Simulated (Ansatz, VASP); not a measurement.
Two plane-wave programs on CoSi

Contents of INCAR:

```
PREC = Accurate
ENCUT = 520
EDIFF = 1E-7
ISMEAR = 0
SIGMA = 0.15
LREAL = False
LASPH = True
NELM = 80
ALGO = Fast
ISIF = 2
LWAVE = False
LCHARG = False
GGA = PS
NBANDS = 36
```

File KPOINTS:

```
Automatic mesh
0
Gamma
  10 10 10
```

Contents of POSCAR:

```
CoSi
1.0
    4.3858255181      0.0000000000      0.0000000000
    0.0000000000      4.3858255181      0.0000000000
    0.0000000000      0.0000000000      4.2542507526
Co Si
4 4
Direct
    0.1456446764      0.1456446764      0.1456446764
    0.3543553236      0.8543553236      0.6456446764
    0.6456446764      0.3543553236      0.8543553236
    0.8543553236      0.6456446764      0.3543553236
    0.8433288500      0.8433288500      0.8433288500
    0.6566711500      0.1566711500      0.3433288500
    0.3433288500      0.6566711500      0.1566711500
    0.1566711500      0.3433288500      0.6566711500
```

Input for Ansatz:

```yaml
crystal:
  lattice:
    - [4.3858255181, 0.0, 0.0]
    - [0.0, 4.3858255181, 0.0]
    - [0.0, 0.0, 4.2542507526]
  atoms:
    - { symbol: Co, position: [0.1456446764, 0.1456446764, 0.1456446764] }
    - { symbol: Co, position: [0.3543553236, 0.8543553236, 0.6456446764] }
    - { symbol: Co, position: [0.6456446764, 0.3543553236, 0.8543553236] }
    - { symbol: Co, position: [0.8543553236, 0.6456446764, 0.3543553236] }
    - { symbol: Si, position: [0.84332885, 0.84332885, 0.84332885] }
    - { symbol: Si, position: [0.65667115, 0.15667115, 0.34332885] }
    - { symbol: Si, position: [0.34332885, 0.65667115, 0.15667115] }
    - { symbol: Si, position: [0.15667115, 0.34332885, 0.65667115] }
basis:
  ecutwfc: 420
kpoints:
  mp_grid: { grid: [10, 10, 10] }
hamiltonian:
  xc: pbesol
scf:
  occupations: { method: gaussian, width: 0.15 }
output:
  forces: true
  stress: true
  eigenvalues: true
```

Change from the starting cell: strain +0.000 along x and y, -0.030 along z, atoms carried along.

Alike in both runs: task single point; functional PBEsol; k mesh 10 × 10 × 10; occupations gaussian, width 0.15 eV; no spin polarisation.

```csv
,VASP,Ansatz
version,VASP 6.6.1,Ansatz 0.2.0
potentials or method,"VASP PAW PBE potentials, release 64 (Co, Si), cutoff 520 eV","scalar-relativistic, plane waves, PAW"
valence electrons in the cell,52,84
```

|  | VASP | Ansatz | Ansatz less VASP |
| --- | --- | --- | --- |
| gap on the k mesh at the Fermi level (eV) | none | none | - |
| pressure (GPa) | 8.6 | 8.3 | -0.29 |
| traceless stress, the component that is largest in VASP (GPa) | 6.07 | 6.02 | -0.057 |
| rms of the force components (eV/Å) | 0.051 | 0.047 | -0.0033 |

VASP's potentials were made for PBE, not for PBEsol. Atom by atom the forces differ by 0.005 eV/Å (rms over components). A gap of «none» marks a metal or a gap that the smearing closes. VASP's potentials hold 52 valence electrons a cell and Ansatz's 84, so a difference there can come from the potentials and not from the codes.
